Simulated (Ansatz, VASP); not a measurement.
BN: VASP beside Ansatz

File INCAR:

```
PREC     = Accurate       # precision mode
ENCUT    = 520            # plane-wave cutoff, eV
EDIFF    = 1E-6           # SCF threshold, eV
ISMEAR   = 0              # smearing method
SIGMA    = 0.05           # smearing width, eV
LREAL    = False          # projectors in reciprocal space
LASPH    = True           # aspherical terms in the spheres
NELM     = 100            # most SCF steps
ALGO     = Normal         # electronic algorithm
ISIF     = 2              # what is computed and relaxed
LWAVE    = False          # write WAVECAR
LCHARG   = False          # write CHGCAR
GGA      = PE             # functional
NBANDS   = 16             # bands
```

KPOINTS

```
regular mesh
0
Gamma
  6 6 6
```

The input POSCAR:

```
BN
1.0
    0.0000000000     -1.8123937734     -1.8123937734
   -1.8123937734      0.0000000000     -1.8123937734
    1.8123937734      1.8123937734     -3.6247875468
B N
2 2
Direct
   -0.0397530553      0.0256138537      0.0000000000
    0.5397530553      0.4743861463      0.5000000000
    0.3343181018      0.4012123296      0.8750000000
    0.9156818982      0.8487876704      0.3750000000
```

Input for Ansatz:

```yaml
crystal:
  lattice:
    - [0.0, -1.8123937734, -1.8123937734]
    - [-1.8123937734, 0.0, -1.8123937734]
    - [1.8123937734, 1.8123937734, -3.6247875468]
  atoms:
    - { symbol: B, position: [-0.0397530553, 0.0256138537, 0.0] }
    - { symbol: B, position: [0.5397530553, 0.4743861463, 0.5] }
    - { symbol: "N", position: [0.3343181018, 0.4012123296, 0.875] }
    - { symbol: "N", position: [0.9156818982, 0.8487876704, 0.375] }
basis:
  ecutwfc: 520.0
kpoints:
  mp_grid: { grid: [6, 6, 6] }
hamiltonian:
  xc: pbe
scf:
  occupations: { method: gaussian, width: 0.05 }
output:
  forces: true
  stress: true
  eigenvalues: true
```

Change from the starting cell: mode 4 frozen in at -0.034 Å and mode 5 at +0.085 Å (largest displacements).

Alike in both runs: task single point; functional PBE; k mesh 6 × 6 × 6; occupations gaussian, width 0.05 eV; no spin polarisation.

|  | VASP | Ansatz |
| --- | --- | --- |
| version | VASP 6.6.1 | Ansatz 0.2.0 |
| potentials or method | VASP PAW PBE potentials, release 64 (B, N), cutoff 520 eV | scalar-relativistic, plane waves, PAW |
| valence electrons in the cell | 16 | 16 |

Ansatz gave:

```
gap on the k mesh at the Fermi level (eV)                     : 4.30
least direct gap on the mesh (eV)                             : 6.26
pressure (GPa)                                                : -0.2
traceless stress, the component that is largest in VASP (GPa) : -1.80
rms of the force components (eV/Å)                            : 0.562
```

Which values does VASP return?

gap on the k mesh at the Fermi level (eV): 4.29; least direct gap on the mesh (eV): 6.25; pressure (GPa): 0.0; traceless stress, the component that is largest in VASP (GPa): -1.80; rms of the force components (eV/Å): 0.561.

Atom by atom the forces differ by 0.001 eV/Å (rms over components).

The k mesh is coarse, so the values compare programs but aren't converged.
